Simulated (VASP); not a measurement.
# Pt: single point with LDA

Pt:

```
CELL_PARAMETERS angstrom
-1.52963 1.52963 1.52963
1.52963 -1.52963 1.52963
1.52963 1.52963 -1.52963
ATOMIC_POSITIONS crystal
Pt 0.00000 0.00000 0.00000
```

- Program: VASP 6.6.1
- Task: single point
- Functional: LDA
- Potentials or basis: VASP PAW LDA potentials, release 64 (Pt)
- Cutoff: 520 eV
- k mesh: 22 × 22 × 22
- Occupations: gaussian, width 0.15 eV
- Spin: no spin polarisation
- Dipole correction: no
- Further INCAR settings: ALGO = Fast; EDIFF = 1e-06; NBANDS = 11

```
Pressure               : 14.8 GPa
Band gap on the k mesh : zero (band 5 reaches 13.16 eV, above the bottom of band 6 at 10.60 eV)
```

Levels at points of the mesh, in eV from the Fermi level:
```
           k point  band 1  band 2  band 3  band 4  band 5  band 6  band 7  band 8  band 9  band 10
(0.00, 0.00, 0.00)  -10.55   -4.05   -4.05   -4.05   -1.12   -1.12   17.02   17.02   17.02    28.43
(0.50, 0.00, 0.00)   -7.56   -5.71   -1.32   -0.71   -0.02    1.31    7.22   13.25   16.66    24.47
(0.50, 0.50, 0.50)   -7.08   -7.08    0.68    0.68    0.68    7.90    7.90    7.90   14.28    20.64
```

Wall time 40 s on 1 thread of Intel(R) Xeon(R) Platinum 8488C (Sapphire Rapids) (shared host), peak memory 0.16 GiB.

Caveat: spin-orbit coupling is left out, which moves the levels of the heavy elements.
